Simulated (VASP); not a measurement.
# MgS in VASP: notebook

Aim: see how the results for MgS move with the level of theory and the settings. Levels: PBE, PBEsol. Tasks: single point.

Everything below comes from runs of VASP 6.6.1. Logs are shortened: lines on timing, memory, paths and dates and some standing lists are left out, and cuts for length are marked.

## 1. The cell of the first run

The typed cell holds 2 atoms: a = 4.007 Å, b = 4.007 Å, c = 4.007 Å, α = 60.00°, β = 60.00°, γ = 60.00°.

## 2. Single point, PBE (one atom moved)

Contents of INCAR:

```
PREC = Accurate
ENCUT = 520
EDIFF = 1E-6
ISMEAR = 0
SIGMA = 0.02
LREAL = F
LASPH = T
NELM = 80
ALGO = Normal
ISIF = 2
LWAVE = F
LCHARG = F
GGA = PE
NBANDS = 11
```

Contents of KPOINTS:

```
Automatic mesh
0
Gamma
  8 8 8
```

Contents of POSCAR:

```
MgS
1.0
    0.0000000000      2.8331200468      2.8331200468
    2.8331200468      0.0000000000      2.8331200468
    2.8331200468      2.8331200468      0.0000000000
Mg S
1 1
Direct
    0.0000000000      0.0000000000      0.0000000000
    0.7441636783      0.7635274889      0.7478416022
```

Potentials or basis: VASP PAW PBE potentials, release 64 (Mg, S).

Started as:

```bash
> cat potpaw_PBE.64/Mg/POTCAR potpaw_PBE.64/S/POTCAR > POTCAR
> mpirun -np 1 vasp_std > vasp.out
```

OUTCAR:

```text
PREC = Accurate
   ENCUT = 520
   EDIFF = 1E-6
   ISMEAR = 0
   LREAL = F
   LASPH = T
   NELM = 80
   ISIF = 2
   GGA = PE

 ion  position               nearest neighbor table
   1  0.000  0.000  0.000-   2 2.43   2 2.44   2 2.45   2 2.50
   2  0.744  0.764  0.748-   1 2.43   1 2.44   1 2.45   1 2.50

  LATTYP: Found a face centered cubic cell.
 ALAT       =     5.6662400936

  Lattice vectors:

 A1 = (   0.0000000000,   2.8331200468,   2.8331200468)
 A2 = (   2.8331200468,   0.0000000000,   2.8331200468)
 A3 = (   2.8331200468,   2.8331200468,   0.0000000000)

Analysis of symmetry for initial positions (statically):
=====================================================================
 Subroutine PRICEL returns:
 Original cell was already a primitive cell.

 Routine SETGRP: Setting up the symmetry group for a
 face centered cubic supercell.

 Subroutine GETGRP returns: Found  1 space group operations
 (whereof  1 operations were pure point group operations)
 out of a pool of 48 trial point group operations.

The static configuration has the point symmetry C_1 .

Analysis of symmetry for dynamics (positions and initial velocities):
=====================================================================
 Subroutine PRICEL returns:
 Original cell was already a primitive cell.

 Routine SETGRP: Setting up the symmetry group for a
 face centered cubic supercell.

 Subroutine GETGRP returns: Found  1 space group operations
 (whereof  1 operations were pure point group operations)
 out of a pool of 48 trial point group operations.

The dynamic configuration has the point symmetry C_1 .

 Subroutine INISYM returns: Found  1 space group operations
 (whereof  1 operations are pure point group operations),
 and found     1 'primitive' translations

----------------------------------------------------------------------------------------

                                     Primitive cell

  volume of cell :      45.4805

  direct lattice vectors                    reciprocal lattice vectors
     0.000000000  2.833120047  2.833120047    -0.176483874  0.176483874  0.176483874
     2.833120047  0.000000000  2.833120047     0.176483874 -0.176483874  0.176483874
     2.833120047  2.833120047  0.000000000     0.176483874  0.176483874 -0.176483874

  length of vectors
     4.006636794  4.006636794  4.006636794     0.305679036  0.305679036  0.305679036

  position of ions in fractional coordinates (direct lattice)
     0.000000000  0.000000000  0.000000000
     0.744163678  0.763527489  0.747841602

  ion indices of the primitive-cell ions
   primitive index   ion index
                 1           1
                 2           2
[... 78 lines left out ...]
   ISIF   =      2    stress and relaxation
   ISYM   =      2    0-nonsym 1-usesym 2-fastsym
   POTIM  = 0.5000    time-step for ionic-motion
   TEBEG  =    0.0;   TEEND  =   0.0 temperature during run
   PSTRESS=    0.0 pullay stress
   NELECT =       8.0000    total number of electrons
   NUPDOWN=      -1.0000    fix difference up-down
   EMIN   =  10.00;   EMAX   =-10.00  energy-range for DOS
   EFERMI =   0.00;   METHOD = LEGACY
   ISMEAR =     0;   SIGMA  =   0.02  broadening in eV -4-tet -1-fermi 0-gaus
   EFERMI_NEDOS =   21; number of points for ismear=-14 and -15
   IALGO  =     38    algorithm
   IMIX   =      4    mixing-type and parameters
     AMIX     =   0.40;   BMIX     =  1.00
     AMIX_MAG =   1.60;   BMIX_MAG =  1.00
  volume/ion in A,a.u.               =      22.74       153.46
  Fermi-wavevector in a.u.,A,eV,Ry     =   0.917269  1.733386 11.447692  0.841382
  Thomas-Fermi vector in A             =   2.042218
   LORBIT       =      0    0 simple, 1 ext, 2 COOP (PROOUT), +10 PAW based schemes
   GGA     = PE    functional components
   LHFCALC =     F    Hartree Fock is set to
   AEXX    =    0.0000 exact exchange contribution
   IVDW    =     0    specifies the selected vdW correction
   LEPSILON=     F    determine dielectric tensor
   LRPA    =     F    only Hartree local field effects (RPA)
 non-spin polarized calculation
 Gauss-broadening in eV      SIGMA  =   0.02
  energy-cutoff  :      520.00
  volume of cell :       45.48
 maximum number of plane-waves:      1243
 NGX is ok and might be reduce to    30
   NGX = 15   NGY = 15   NGZ = 15

 number of electron       8.0000000 magnetization

 Free energy of the ion-electron system (eV)
  ---------------------------------------------------
  ext. energy  EPLUGINS =         0.00000000
  ---------------------------------------------------
  free energy    TOTEN  =        -8.46590180 eV

  energy without entropy =       -8.46590180  energy(sigma->0) =       -8.46590180

 E-fermi :   1.1939     XC(G=0):  -8.3809

 val. band max:        1.1122806995   @ k =   0.0000   0.0000   0.0000
 cond. band min:       4.4936698865   @ k =   0.0000   0.0000   0.0000
 fundamental gap:      3.3813891870
 Fermi energy:         1.1939457831

 k-point     1 :       0.0000    0.0000    0.0000
  band No.  band energies     occupation
      1     -10.2116      2.00000
      2       1.0075      2.00000
      3       1.0243      2.00000
      4       1.1123      2.00000
      5       4.4937      0.00000
      6       8.9864      0.00000
      7       8.9953      0.00000
      8       8.9988      0.00000
      9      11.8755      0.00000
     10      11.8776      0.00000
     11      14.7309      0.00000
[... 309 lines left out ...]
 k-point    24 :       0.1250    0.1250   -0.1250
  band No.  band energies     occupation
      1      -9.9168      2.00000
      2      -0.4983      2.00000
      3       0.6955      2.00000
      4       0.7492      2.00000
      5       6.1774      0.00000
      6       8.1808      0.00000
      7       9.1700      0.00000
      8       9.7127      0.00000
      9      10.5469      0.00000
     10      12.3214      0.00000
     11      14.5014      0.00000

 [... further k-points ...]
[... 5 lines left out ...]
  --------------------------------------------------------------------------------------
  -------------------------------------------------------------------------------------
  Total        0.2344067      0.2396268      0.2400053      0.1207096      0.1875794     -0.1263639
  in kB        8.2576344      8.4415275      8.4548596      4.2523334      6.6080122     -4.4515252
  external PRESSURE =       8.3846738 kB  Pullay stress =       0.0000000 kB

 VOLUME and BASIS-vectors are now :
 -----------------------------------------------------------------------------
  energy-cutoff  :      520.00
  volume of cell :       45.48
      direct lattice vectors                 reciprocal lattice vectors
     0.000000000  2.833120047  2.833120047    -0.176483874  0.176483874  0.176483874
     2.833120047  0.000000000  2.833120047     0.176483874 -0.176483874  0.176483874
     2.833120047  2.833120047  0.000000000     0.176483874  0.176483874 -0.176483874

 POSITION                                       TOTAL-FORCE (eV/Angst)
 -----------------------------------------------------------------------------------
      0.00000      0.00000      0.00000         0.170422     -0.113157      0.107820
      4.28189      4.22703      4.27147        -0.170422      0.113157     -0.107820
 -----------------------------------------------------------------------------------
    total drift:                                0.000028     -0.000010      0.000002

  FREE ENERGIE OF THE ION-ELECTRON SYSTEM (eV)
  ---------------------------------------------------
  free  energy   TOTEN  =        -8.4659018011 eV

  energy  without entropy=       -8.4659018011  energy(sigma->0) =       -8.46590180
```

stdout:

```text
POSCAR found type information on POSCAR MgS
 POSCAR found :  2 types and       2 ions
 scaLAPACK will be used
 LDA part: xc-table for (Slater+PW92), standard interpolation
 POSCAR, INCAR and KPOINTS ok, starting setup
 FFT: planning ... GRIDC
 FFT: planning ... GRID_SOFT
 FFT: planning ... GRID
 WAVECAR not read
 entering main loop
```

Wall time 94 s (1 thread of Intel Xeon Platinum 8375C at 2.90GHz (Ice Lake), shared host); peak memory 0.27 GiB.

What came out:

* Free energy: -8.4659 eV
* Pressure: 0.8 GPa
* Largest force: 0.231 eV/Å
* Band gap on the k mesh: 3.38 eV, direct

Forces in eV/Å, atoms in the order of the input:
```
Mg   0.170 -0.113  0.108
S   -0.170  0.113 -0.108
```

Caveat: the cell differs from its parent crystal (one atom moved).

## 3. Single point, PBEsol (functional PBEsol, strained)

Contents of INCAR:

```
SYSTEM = MgS
ALGO = Normal ; EDIFF = 1E-6
ENCUT = 600 ; GGA = PS
GGA_COMPAT = .FALSE. ; ISIF = 2
ISMEAR = 0 ; LASPH = .TRUE.
LCHARG = .TRUE. ; LELF = .TRUE.
LREAL = .FALSE. ; LVHAR = .TRUE.
LWAVE = .FALSE. ; NBANDS = 11
NELM = 120 ; PREC = Accurate
SIGMA = 0.02
```

Contents of KPOINTS:

```
k-points
0
G
  8 8 8
  0 0 0
```

Contents of POSCAR:

```
MgS
1.0
    0.0000000000      2.8703755754      2.8703755754
    2.8703755754      0.0000000000      2.8703755754
    2.8703755754      2.8703755754      0.0000000000
Mg S
1 1
Direct
    0.0000000000      0.0000000000      0.0000000000
    0.7500000000      0.7500000000      0.7500000000
```

Potentials or basis: VASP PAW PBE potentials, release 64 (Mg, S).

Started as:

```bash
> cat potpaw_PBE.64/Mg/POTCAR potpaw_PBE.64/S/POTCAR > POTCAR
> mpirun -np 1 vasp_std > vasp.out
```

Wall time 23 s (1 thread of Intel Xeon 8259CL, shared host); peak memory 0.18 GiB.

The run converged. Its results:

```
Free energy            : -8.8999 eV
Pressure               : -2.5 GPa
Band gap on the k mesh : 3.10 eV, direct
```

Levels at points of the mesh, in eV from the valence-band top:
| k point | band 2 | band 3 | band 4 | band 5 | band 6 | band 7 |
| --- | --- | --- | --- | --- | --- | --- |
| (0.00, 0.00, 0.00) | 0.00 | 0.00 | 0.00 | 3.10 | 7.77 | 7.77 |
| (0.50, 0.00, 0.00) | -3.04 | -0.32 | -0.32 | 4.85 | 7.48 | 7.48 |
| (0.50, 0.50, 0.00) | -2.74 | -1.00 | -1.00 | 3.74 | 5.49 | 10.64 |

Caveat: the cell differs from its parent crystal (functional PBEsol, strained); the PAW data sets were made with another functional, which shifts forces and pressure a little.
